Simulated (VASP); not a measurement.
# Sc (Fm-3m) in VASP: further runs, part 2 of 2

VASP 6.6.1.

## 4. Relaxation of cell and atoms, LDA, target pressure 32 GPa, at which the enthalpy is minimised

Contents of INCAR:

```
SYSTEM = Sc
PREC = Accurate
ENCUT = 600
EDIFF = 1E-6
ISMEAR = -1
SIGMA = 0.05
LREAL = .FALSE.
LASPH = .TRUE.
NELM = 80
ALGO = Normal
ISIF = 3
LWAVE = .FALSE.
LCHARG = .FALSE.
GGA = CA
IBRION = 2
NSW = 32
EDIFFG = -0.005
PSTRESS = 320.0
```

Contents of KPOINTS:

```
regular mesh
0
G
  16 16 16
  0 0 0
```

Contents of POSCAR:

```
Sc
1.0
    0.0000000000      2.0034983227      2.0034983227
    2.0034983227      0.0000000000      2.0034983227
    2.0034983227      2.0034983227      0.0000000000
Sc
1
Direct
    0.0000000000      0.0000000000      0.0000000000
```

Potentials or basis: VASP PAW LDA potentials, release 64 (Sc_sv).

Run with:

```bash
> cat potpaw_LDA.64/Sc_sv/POTCAR > POTCAR
> mpirun -np 1 vasp_std > vasp.out
```

OUTCAR:

```text
SYSTEM = Sc
   PREC = Accurate
   ENCUT = 600
   EDIFF = 1E-6
   ISMEAR = -1
   LREAL = .FALSE.
   LASPH = .TRUE.
   NELM = 80
   ISIF = 3
   GGA = CA
   IBRION = 2
   NSW = 32
   EDIFFG = -0.005
   PSTRESS = 320.0

 ion  position               nearest neighbor table
   1  0.000  0.000  0.000-

  LATTYP: Found a face centered cubic cell.
 ALAT       =     4.0069966454

  Lattice vectors:

 A1 = (   0.0000000000,   2.0034983227,   2.0034983227)
 A2 = (   2.0034983227,   0.0000000000,   2.0034983227)
 A3 = (   2.0034983227,   2.0034983227,   0.0000000000)

Analysis of symmetry for initial positions (statically):
=====================================================================
 Subroutine PRICEL returns:
 Original cell was already a primitive cell.

 Routine SETGRP: Setting up the symmetry group for a
 face centered cubic supercell.

 Subroutine GETGRP returns: Found 48 space group operations
 (whereof 48 operations were pure point group operations)
 out of a pool of 48 trial point group operations.

The static configuration has the point symmetry O_h .

Analysis of symmetry for dynamics (positions and initial velocities):
=====================================================================
 Subroutine PRICEL returns:
 Original cell was already a primitive cell.

 Routine SETGRP: Setting up the symmetry group for a
 face centered cubic supercell.

 Subroutine GETGRP returns: Found 48 space group operations
 (whereof 48 operations were pure point group operations)
 out of a pool of 48 trial point group operations.

The dynamic configuration has the point symmetry O_h .

 Subroutine INISYM returns: Found 48 space group operations
 (whereof 48 operations are pure point group operations),
 and found     1 'primitive' translations

----------------------------------------------------------------------------------------

                                     Primitive cell

[... 121 lines left out ...]
  energy-cutoff  :      600.00
  volume of cell :       16.08
 maximum number of plane-waves:       548
   NGX = 11   NGY = 11   NGZ = 11

--------------------------------------- Ionic step        1  -------------------------------------------

 number of electron      11.0000000 magnetization

 Free energy of the ion-electron system (eV)
  ---------------------------------------------------
  ext. energy  EPLUGINS =         0.00000000
  ---------------------------------------------------
  free energy    TOTEN  =        -6.18002801 eV

  energy without entropy =       -6.17013843  energy(sigma->0) =       -6.17508322

------------------------ aborting loop because EDIFF is reached ----------------------------------------

  FORCE on cell =-STRESS in cart. coord.  units (eV):
  Direction    XX          YY          ZZ          XY          YZ          ZX
  --------------------------------------------------------------------------------------
  -------------------------------------------------------------------------------------
  Total        3.2583866      3.2583866      3.2583866      0.0000000     -0.0000000      0.0000000
  in kB      324.5758820    324.5758820    324.5758820      0.0000000     -0.0000000      0.0000000
  external PRESSURE =       4.5758820 kB  Pullay stress =     320.0000000 kB
[... 61 lines left out ...]
--------------------------------------- Ionic step        3  -------------------------------------------

 number of electron      11.0000000 magnetization

 Free energy of the ion-electron system (eV)
  ---------------------------------------------------
  ext. energy  EPLUGINS =         0.00000000
  ---------------------------------------------------
  free energy    TOTEN  =        -6.19021363 eV

  energy without entropy =       -6.18032889  energy(sigma->0) =       -6.18527126

 E-fermi :   6.3715     XC(G=0): -12.0335

 val. band max:        6.3589056978   @ k =  -0.3750   0.3750   0.1875
 cond. band min:       6.3760648837   @ k =  -0.3125   0.4375   0.1875
 fundamental gap:      0.0171591859
 Fermi energy:         6.3714870727

 k-point     1 :       0.0000    0.0000    0.0000
  band No.  band energies     occupation
      1     -41.5896      2.00000
      2     -19.7468      2.00000
      3     -19.7468      2.00000
      4     -19.7468      2.00000
      5       0.8840      2.00000
      6       8.4121      0.00000
      7       8.4121      0.00000
      8       8.4121      0.00000
      9      10.7676      0.00000
[... 265 lines left out ...]
 k-point    24 :      -0.0625    0.0625    0.0000
  band No.  band energies     occupation
      1     -41.5563      2.00000
      2     -19.9002      2.00000
      3     -19.7887      2.00000
      4     -19.7554      2.00000
      5       1.2826      2.00000
      6       8.0910      0.00000
      7       8.5682      0.00000
      8       8.5909      0.00000
      9      10.5115      0.00000

 [... further k-points ...]

------------------------ aborting loop because EDIFF is reached ----------------------------------------

  FORCE on cell =-STRESS in cart. coord.  units (eV):
  Direction    XX          YY          ZZ          XY          YZ          ZX
  --------------------------------------------------------------------------------------
  -------------------------------------------------------------------------------------
  Total        3.2217445      3.2217445      3.2217445     -0.0000000      0.0000000      0.0000000
  in kB      319.9188222    319.9188222    319.9188222     -0.0000000      0.0000000      0.0000000
  external PRESSURE =      -0.0811778 kB  Pullay stress =     320.0000000 kB
[... 20 lines left out ...]
  energy  without entropy=       -6.1803288911  energy(sigma->0) =       -6.18527126

  enthalpy is  TOTEN    =        -2.9676516635 eV   P V=        3.2225619618

 reached required accuracy - stopping structural energy minimisation
```

CONTCAR:

```text
Sc
   1.00000000000000
    -0.0000000000000000    2.0055983406840934    2.0055983406840929
     2.0055983406840934   -0.0000000000000000    2.0055983406840929
     2.0055983406840934    2.0055983406840934    0.0000000000000000
  Sc
     1
Direct
     0.0000000000000000    0.0000000000000000    0.0000000000000000

  0.00000000E+00  0.00000000E+00  0.00000000E+00
```

Wall time 32 s (1 thread of Intel Xeon Platinum 8259CL at 2.50GHz (Skylake/Cascade Lake), shared host); peak memory 0.15 GiB.

Results:

- Free energy: -6.1902 eV
- Relaxed volume: 16.13 Å³/atom
- Relaxed cell: a = 2.836 Å, b = 2.836 Å, c = 2.836 Å, α = 60.00°, β = 60.00°, γ = 60.00°
- Space group after relaxing (to 0.05 Å): Fm-3m (No. 225)
- Energy change on relaxing (the enthalpy is what falls): -10.2 meV/atom
- Ionic steps: 3
- Pressure after relaxing: 32.0 GPa

Step by step:
```tsv
step	energy change (eV)	largest force (eV/Å)	pressure (GPa)	volume (Å³)
1	0.0000	0.0000	32.46	16.08
2	-0.0214	0.0000	31.53	16.19
3	-0.0102	0.0000	31.99	16.13
```

Final structure:
```yaml
crystal:
  lattice:
    - [0.00000, 2.00560, 2.00560]
    - [2.00560, 0.00000, 2.00560]
    - [2.00560, 2.00560, 0.00000]
  atoms:
    - { symbol: Sc, position: [0.00000, 0.00000, 0.00000] }
```

Caveat: the cell is relaxed towards a set pressure, so the enthalpy falls and the energy may rise.

## 5. Relaxation of cell and atoms, LDA, target pressure 32 GPa, at which the enthalpy is minimised

This run uses another cell than the first one, of 16.13 Å³/atom, 1.003 times its volume.

Contents of INCAR:

```
SYSTEM = Sc
  ALGO = Normal
  EDIFF = 1E-7
  EDIFFG = -0.005
  ENCUT = 600
  GGA = CA
  IBRION = 2
  ISIF = 3
  ISMEAR = -1
  LASPH = .True.
  LCHARG = .False.
  LREAL = .False.
  LWAVE = .False.
  NELM = 100
  NSW = 60
  PREC = Accurate
  PSTRESS = 320.0
  SIGMA = 0.05
```

Contents of KPOINTS:

```
k-points
0
Gamma
  16 16 16
  0 0 0
```

Contents of POSCAR:

```
Sc
1.0
    0.0000000000      2.0055398122      2.0055398122
    2.0055398122      0.0000000000      2.0055398122
    2.0055398122      2.0055398122      0.0000000000
Sc
1
Direct
    0.0000000000      0.0000000000      0.0000000000
```

Potentials or basis: VASP PAW LDA potentials, release 64 (Sc_sv).

Run with:

```bash
> cat potpaw_LDA.64/Sc_sv/POTCAR > POTCAR
> mpirun -np 1 vasp_std > vasp.out
```

OUTCAR:

```text
SYSTEM = Sc
   EDIFF = 1E-7
   EDIFFG = -0.005
   ENCUT = 600
   GGA = CA
   IBRION = 2
   ISIF = 3
   ISMEAR = -1
   LASPH = .True.
   LREAL = .False.
   NELM = 100
   NSW = 60
   PREC = Accurate
   PSTRESS = 320.0

 ion  position               nearest neighbor table
   1  0.000  0.000  0.000-

  LATTYP: Found a face centered cubic cell.
 ALAT       =     4.0110796244

  Lattice vectors:

 A1 = (   0.0000000000,   2.0055398122,   2.0055398122)
 A2 = (   2.0055398122,   0.0000000000,   2.0055398122)
 A3 = (   2.0055398122,   2.0055398122,   0.0000000000)

Analysis of symmetry for initial positions (statically):
=====================================================================
 Subroutine PRICEL returns:
 Original cell was already a primitive cell.

 Routine SETGRP: Setting up the symmetry group for a
 face centered cubic supercell.

 Subroutine GETGRP returns: Found 48 space group operations
 (whereof 48 operations were pure point group operations)
 out of a pool of 48 trial point group operations.

The static configuration has the point symmetry O_h .

Analysis of symmetry for dynamics (positions and initial velocities):
=====================================================================
 Subroutine PRICEL returns:
 Original cell was already a primitive cell.

 Routine SETGRP: Setting up the symmetry group for a
 face centered cubic supercell.

 Subroutine GETGRP returns: Found 48 space group operations
 (whereof 48 operations were pure point group operations)
 out of a pool of 48 trial point group operations.

The dynamic configuration has the point symmetry O_h .

 Subroutine INISYM returns: Found 48 space group operations
 (whereof 48 operations are pure point group operations),
 and found     1 'primitive' translations

----------------------------------------------------------------------------------------

                                     Primitive cell

[... 112 lines left out ...]
   LORBIT       =      0    0 simple, 1 ext, 2 COOP (PROOUT), +10 PAW based schemes
   GGA     = CA    functional components
   LHFCALC =     F    Hartree Fock is set to
   AEXX    =    0.0000 exact exchange contribution
   IVDW    =     0    specifies the selected vdW correction
   LEPSILON=     F    determine dielectric tensor
   LRPA    =     F    only Hartree local field effects (RPA)
 conjugate gradient relaxation of ions
 non-spin polarized calculation
  energy-cutoff  :      600.00
  volume of cell :       16.13
 maximum number of plane-waves:       553
   NGX = 11   NGY = 11   NGZ = 11

 number of electron      11.0000000 magnetization

 Free energy of the ion-electron system (eV)
  ---------------------------------------------------
  ext. energy  EPLUGINS =         0.00000000
  ---------------------------------------------------
  free energy    TOTEN  =        -6.18993804 eV

  energy without entropy =       -6.18005324  energy(sigma->0) =       -6.18499564

 E-fermi :   6.3722     XC(G=0): -12.0339

 val. band max:        6.3596454719   @ k =  -0.3750   0.3750   0.1875
 cond. band min:       6.3768005463   @ k =  -0.3125   0.4375   0.1875
 fundamental gap:      0.0171550744
 Fermi energy:         6.3721966430

 k-point     1 :       0.0000    0.0000    0.0000
  band No.  band energies     occupation
      1     -41.5887      2.00000
      2     -19.7457      2.00000
      3     -19.7457      2.00000
      4     -19.7457      2.00000
      5       0.8847      2.00000
      6       8.4129      0.00000
      7       8.4129      0.00000
      8       8.4129      0.00000
      9      10.7687      0.00000
[... 265 lines left out ...]
 k-point    24 :      -0.0625    0.0625    0.0000
  band No.  band energies     occupation
      1     -41.5553      2.00000
      2     -19.8991      2.00000
      3     -19.7875      2.00000
      4     -19.7543      2.00000
      5       1.2834      2.00000
      6       8.0918      0.00000
      7       8.5691      0.00000
      8       8.5918      0.00000
      9      10.5136      0.00000

 [... further k-points ...]

------------------------ aborting loop because EDIFF is reached ----------------------------------------

  FORCE on cell =-STRESS in cart. coord.  units (eV):
  Direction    XX          YY          ZZ          XY          YZ          ZX
  --------------------------------------------------------------------------------------
  -------------------------------------------------------------------------------------
  Total        3.2238658      3.2238658      3.2238658      0.0000000      0.0000000     -0.0000000
  in kB      320.1575014    320.1575014    320.1575014      0.0000000      0.0000000     -0.0000000
  external PRESSURE =       0.1575014 kB  Pullay stress =     320.0000000 kB

 VOLUME and BASIS-vectors are now :
 -----------------------------------------------------------------------------
  energy-cutoff  :      600.00
  volume of cell :       16.13
      direct lattice vectors                 reciprocal lattice vectors
     0.000000000  2.005539812  2.005539812    -0.249309436  0.249309436  0.249309436
     2.005539812  0.000000000  2.005539812     0.249309436 -0.249309436  0.249309436
     2.005539812  2.005539812  0.000000000     0.249309436  0.249309436 -0.249309436

 POSITION                                       TOTAL-FORCE (eV/Angst)
 -----------------------------------------------------------------------------------
      0.00000      0.00000      0.00000         0.000000     -0.000000     -0.000000
 -----------------------------------------------------------------------------------
    total drift:                               -0.000000      0.000000      0.000000

  FREE ENERGIE OF THE ION-ELECTRON SYSTEM (eV)
  ---------------------------------------------------
  free  energy   TOTEN  =        -6.1899380425 eV

  energy  without entropy=       -6.1800532400  energy(sigma->0) =       -6.18499564

  enthalpy is  TOTEN    =        -2.9676582002 eV   P V=        3.2222798423

 reached required accuracy - stopping structural energy minimisation
```

CONTCAR:

```text
Sc
   1.00000000000000
     0.0000000000000000    2.0055398121999999    2.0055398121999999
     2.0055398121999999    0.0000000000000000    2.0055398121999999
     2.0055398121999999    2.0055398121999999    0.0000000000000000
  Sc
     1
Direct
     0.0000000000000000    0.0000000000000000    0.0000000000000000

  0.00000000E+00  0.00000000E+00  0.00000000E+00
```

It took 19 s on 1 thread of Intel Xeon Platinum 8259CL at 2.50GHz (Skylake/Cascade Lake), shared host; peak memory 0.15 GiB.

Results:

| Item | Value |
| --- | --- |
| Free energy | -6.1899 eV |
| Pressure after relaxing | 32.0 GPa |

Final structure:
```
CELL_PARAMETERS angstrom
0.00000 2.00554 2.00554
2.00554 0.00000 2.00554
2.00554 2.00554 0.00000
ATOMIC_POSITIONS crystal
Sc 0.00000 0.00000 0.00000
```

Levels at points of the mesh, in eV from the Fermi level:
```
           k point  band 1  band 2  band 3  band 4  band 5  band 6  band 7  band 8  band 9
(0.00, 0.00, 0.00)  -47.96  -26.12  -26.12  -26.12   -5.49    2.04    2.04    2.04    4.40
(0.50, 0.00, 0.00)  -47.62  -27.67  -26.30  -26.30   -2.28    1.81    1.81    1.89    5.98
(0.50, 0.50, 0.00)  -47.50  -27.55  -26.64  -26.64   -2.66   -1.52    4.39    5.97    6.41
```

Caveat: the relaxation stopped at its first step, so nothing moved; the cell is relaxed towards a set pressure, so the enthalpy falls and the energy may rise.

## 6. The runs side by side

```csv
task,cell,cutoff (eV),gap on the mesh (eV),pressure (GPa)
single point,"a = 2.833 Å, angles 60.0°, 1 atom",520,none,32.4
relaxation of cell and atoms,"relaxed to 32 GPa from a = 2.833 Å, angles 60.0°, 1 atom",600,none,32.0
relaxation of cell and atoms,"relaxed to 32 GPa from a = 2.836 Å, angles 60.0°, 1 atom",600,none,32.0
```

Alike in all rows: level LDA; potentials or basis VASP PAW LDA potentials, release 64 (Sc_sv); no spin polarisation; k mesh 16 × 16 × 16; smearing fermi-dirac 0.05 eV.

Caveats: the cell is relaxed towards a set pressure, so the enthalpy falls and the energy may rise (some runs); the relaxation stopped at its first step, so nothing moved (some runs).

Total energies depend on the potentials used, so only differences within one code and one set of settings carry meaning.
